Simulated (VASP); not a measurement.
# Si2Mo (MoSi2 type) (I4/mmm) in VASP: further runs

The runs below take Si2Mo (MoSi2 type) through single point, with PBEsol.

Program: VASP 6.6.1. These are calculated values, not measurements. Logs are shortened: lines on timing, memory, paths and dates and some standing lists are left out, and cuts for length are marked.

**1. The cell of the first run**

The structure is tetragonal, space group I4/mmm (No. 139). The conventional cell has a = 2.678 Å, b = 2.678 Å, c = 6.881 Å, α = 90.00°, β = 90.00°, γ = 90.00°. Within 2.9 Å of Mo (site symmetry 4/mmm) lie 10 Si at 2.23 to 2.27 Å and 4 Mo at 2.68 Å. Within 2.9 Å of Si (site symmetry 4mm) lie 9 Si at 2.19 to 2.68 Å and 5 Mo at 2.23 to 2.27 Å.

**2. Single point, PBEsol**

INCAR reads:

```
SYSTEM = Si2Mo
ALGO = Normal
EDIFF = 1E-7
ENCUT = 520
GGA = PS
ISIF = 2
ISMEAR = -1
LASPH = .TRUE.
LCHARG = .FALSE.
LREAL = .FALSE.
LWAVE = .FALSE.
NBANDS = 18
NELM = 80
PREC = Accurate
SIGMA = 0.05
```

KPOINTS reads:

```
k-points
0
G
  14 14 14
  0 0 0
```

POSCAR reads:

```
Si2Mo
1.0
   -1.3388872085      1.3388872085      3.4404333310
    1.3388872085     -1.3388872085      3.4404333310
    1.3388872085      1.3388872085     -3.4404333310
Mo Si
1 2
Direct
    0.0000000000      0.0000000000      0.0000000000
    0.3299253061      0.3299253061      0.0000000000
   -0.3299253061     -0.3299253061      0.0000000000
```

Potentials or basis: VASP PAW PBE potentials, release 64 (Mo_sv, Si).

Run with:

```console
$ cat potpaw_PBE.64/Mo_sv/POTCAR potpaw_PBE.64/Si/POTCAR > POTCAR
$ mpirun -np 1 vasp_std > vasp.out
```

OUTCAR:

```text
SYSTEM = Si2Mo
   EDIFF = 1E-7
   ENCUT = 520
   GGA = PS
   ISIF = 2
   ISMEAR = -1
   LASPH = .TRUE.
   LREAL = .FALSE.
   NELM = 80
   PREC = Accurate

 ion  position               nearest neighbor table
   1  0.000  0.000  0.000-   3 2.23   3 2.23   3 2.23   2 2.23   3 2.23   2 2.23   2 2.23   2 2.23
                             2 2.27   3 2.27
   2  0.330  0.330  0.000-   3 2.19   3 2.19   3 2.19   3 2.19   1 2.23   1 2.23   1 2.23   1 2.23
                             1 2.27   3 2.34
   3  0.670  0.670  0.000-   2 2.19   2 2.19   2 2.19   2 2.19   1 2.23   1 2.23   1 2.23   1 2.23
                             1 2.27   2 2.34

  LATTYP: Found a body centered tetragonal cell.
 ALAT       =     2.6777744170
 C/A-ratio  =     2.5696214806

  Lattice vectors:

 A1 = (  -1.3388872085,   1.3388872085,   3.4404333310)
 A2 = (   1.3388872085,  -1.3388872085,   3.4404333310)
 A3 = (   1.3388872085,   1.3388872085,  -3.4404333310)

Analysis of symmetry for initial positions (statically):
=====================================================================
 Subroutine PRICEL returns:
 Original cell was already a primitive cell.

 Routine SETGRP: Setting up the symmetry group for a
 body centered tetragonal supercell.

 Subroutine GETGRP returns: Found 16 space group operations
 (whereof 16 operations were pure point group operations)
 out of a pool of 16 trial point group operations.

The static configuration has the point symmetry D_4h.

Analysis of symmetry for dynamics (positions and initial velocities):
=====================================================================
 Subroutine PRICEL returns:
 Original cell was already a primitive cell.

 Routine SETGRP: Setting up the symmetry group for a
 body centered tetragonal supercell.

 Subroutine GETGRP returns: Found 16 space group operations
 (whereof 16 operations were pure point group operations)
 out of a pool of 16 trial point group operations.

The dynamic configuration has the point symmetry D_4h.

 Subroutine INISYM returns: Found 16 space group operations
 (whereof 16 operations are pure point group operations),
 and found     1 'primitive' translations

----------------------------------------------------------------------------------------

                                     Primitive cell

  volume of cell :      24.6695

  direct lattice vectors                    reciprocal lattice vectors
    -1.338887209  1.338887209  3.440433331     0.000000000  0.373444452  0.145330530
[... 82 lines left out ...]
   ISPIN  =      1    spin polarized calculation?
   LNONCOLLINEAR =      F non collinear calculations
   LSORBIT =      F    spin-orbit coupling
   LASPH  =      T    aspherical Exc in radial PAW
   ENCUT  =  520.0 eV  38.22 Ry    6.18 a.u.   7.30  7.30  7.30*2*pi/ulx,y,z
   NELM   =     80;   NELMIN=  2; NELMDL= -5     # of ELM steps
   EDIFF  = 0.1E-06   stopping-criterion for ELM
   LREAL  =      F    real-space projection
   EDIFFG = 0.1E-05   stopping-criterion for IOM
   NSW    =      0    number of steps for IOM
   IBRION =     -1    ionic relax: 0-MD 1-quasi-New 2-CG
   NFREE  =      0    steps in history (QN), initial steepest desc. (CG)
   ISIF   =      2    stress and relaxation
   ISYM   =      2    0-nonsym 1-usesym 2-fastsym
   POTIM  = 0.5000    time-step for ionic-motion
   TEBEG  =    0.0;   TEEND  =   0.0 temperature during run
   PSTRESS=    0.0 pullay stress
   NELECT =      22.0000    total number of electrons
   NUPDOWN=      -1.0000    fix difference up-down
   EMIN   =  10.00;   EMAX   =-10.00  energy-range for DOS
   EFERMI =   0.00;   METHOD = LEGACY
   ISMEAR =    -1;   SIGMA  =   0.05  broadening in eV -4-tet -1-fermi 0-gaus
   EFERMI_NEDOS =   21; number of points for ismear=-14 and -15
   IALGO  =     38    algorithm
   IMIX   =      4    mixing-type and parameters
     AMIX     =   0.40;   BMIX     =  1.00
     AMIX_MAG =   1.60;   BMIX_MAG =  1.00
  volume/ion in A,a.u.               =       8.22        55.49
  Fermi-wavevector in a.u.,A,eV,Ry     =   1.575779  2.977791 33.784354  2.483080
  Thomas-Fermi vector in A             =   2.676712
   LORBIT       =      0    0 simple, 1 ext, 2 COOP (PROOUT), +10 PAW based schemes
   GGA     = PS    functional components
   LHFCALC =     F    Hartree Fock is set to
   AEXX    =    0.0000 exact exchange contribution
   IVDW    =     0    specifies the selected vdW correction
   LEPSILON=     F    determine dielectric tensor
   LRPA    =     F    only Hartree local field effects (RPA)
 non-spin polarized calculation
  energy-cutoff  :      520.00
  volume of cell :       24.67
 maximum number of plane-waves:       679
 NGX is ok and might be reduce to    30
   NGX = 15   NGY = 15   NGZ = 15

 number of electron      22.0000000 magnetization

 Free energy of the ion-electron system (eV)
  ---------------------------------------------------
  ext. energy  EPLUGINS =         0.00000000
  ---------------------------------------------------
  free energy    TOTEN  =       -16.06621366 eV

  energy without entropy =      -16.06435985  energy(sigma->0) =      -16.06528676

 E-fermi :  21.0225     XC(G=0): -15.0058

 val. band max:       20.9318070615   @ k =  -0.4286   0.4286   0.2857
 cond. band min:      21.0486515462   @ k =  -0.3571   0.5000   0.2857
 fundamental gap:      0.1168444847
 Fermi energy:        21.0224643711

 k-point     1 :       0.0000    0.0000    0.0000
  band No.  band energies     occupation
      1     -39.3219      2.00000
      2     -14.1505      2.00000
      3     -13.2264      2.00000
      4     -13.2264      2.00000
      5       3.4604      2.00000
      6      11.2023      2.00000
[... 481 lines left out ...]
      5       6.2281      2.00000
      6      11.7019      2.00000
[... 10 lines left out ...]
     17      31.2810      0.00000
     18      33.0218      0.00000

 [... further k-points ...]
[... 5 lines left out ...]
  --------------------------------------------------------------------------------------
  -------------------------------------------------------------------------------------
  Total       43.9289885     43.9289885     43.9940970      0.0000000     -0.0000000      0.0000000
  in kB     2852.9927191   2852.9927191   2857.2212282      0.0000000     -0.0000000      0.0000000
  external PRESSURE =    2854.4022222 kB  Pullay stress =       0.0000000 kB

 VOLUME and BASIS-vectors are now :
 -----------------------------------------------------------------------------
  energy-cutoff  :      520.00
  volume of cell :       24.67
      direct lattice vectors                 reciprocal lattice vectors
    -1.338887209  1.338887209  3.440433331     0.000000000  0.373444452  0.145330530
     1.338887209 -1.338887209  3.440433331     0.373444452  0.000000000  0.145330530
     1.338887209  1.338887209 -3.440433331     0.373444452  0.373444452  0.000000000

 POSITION                                       TOTAL-FORCE (eV/Angst)
 -----------------------------------------------------------------------------------
      0.00000      0.00000      0.00000        -0.000000     -0.000000     -0.000000
      0.00000      0.00000      2.27017         0.000000      0.000000     -0.029120
      0.00000      0.00000      4.61069         0.000000      0.000000      0.029120
 -----------------------------------------------------------------------------------
    total drift:                               -0.000000      0.000000      0.000000

  FREE ENERGIE OF THE ION-ELECTRON SYSTEM (eV)
  ---------------------------------------------------
  free  energy   TOTEN  =       -16.0662136619 eV

  energy  without entropy=      -16.0643598484  energy(sigma->0) =      -16.06528676
```

stdout:

```text
POSCAR found type information on POSCAR MoSi
 POSCAR found :  2 types and       3 ions
 scaLAPACK will be used
 -----------------------------------------------------------------------------
|                                                                             |
|                                                                             |
|     You enforced a specific xc type in the INCAR file but a different       |
|     I HOPE YOU KNOW WHAT YOU ARE DOING!                                     |
|                                                                             |
 -----------------------------------------------------------------------------

 LDA part: xc-table for (Slater+PW92), standard interpolation
 POSCAR, INCAR and KPOINTS ok, starting setup
 FFT: planning ... GRIDC
 FFT: planning ... GRID_SOFT
 FFT: planning ... GRID
 WAVECAR not read
 entering main loop
```

Wall time 3.5 min (1 thread of Intel Xeon Platinum 8375C at 2.90GHz (Ice Lake), shared host); peak memory 0.25 GiB.

What came out:

| Item | Value |
| --- | --- |
| Free energy | -16.0662 eV |
| Pressure | 285.4 GPa |
| Largest force | 0.029 eV/Å |
| Band gap on the k mesh | zero (band 11 reaches 22.41 eV, above the bottom of band 12 at 20.29 eV) |

Forces in eV/Å, atoms in the order of the input:
```
Mo   0.000  0.000  0.000
Si   0.000  0.000 -0.029
Si   0.000  0.000  0.029
```

Levels at points of the mesh, in eV from the Fermi level:
| k point | band 8 | band 9 | band 10 | band 11 | band 12 | band 13 | band 14 | band 15 |
| --- | --- | --- | --- | --- | --- | --- | --- | --- |
| (0.00, 0.00, 0.00) | -3.96 | -3.96 | -2.92 | 0.65 | 1.15 | 6.34 | 6.34 | 6.80 |
| (0.50, 0.00, 0.00) | -5.12 | -5.05 | -3.84 | -1.30 | 4.38 | 4.39 | 4.63 | 7.41 |
| (0.50, 0.50, 0.00) | -6.54 | -6.00 | -4.77 | 0.24 | 3.93 | 4.92 | 5.09 | 5.65 |
| (0.50, 0.50, 0.50) | -4.57 | -1.19 | -1.19 | 0.29 | 0.29 | 1.45 | 5.53 | 5.98 |

Caveat: the PAW data sets were made with another functional, which shifts forces and pressure a little.

(Part 1 of 2 ends here.)
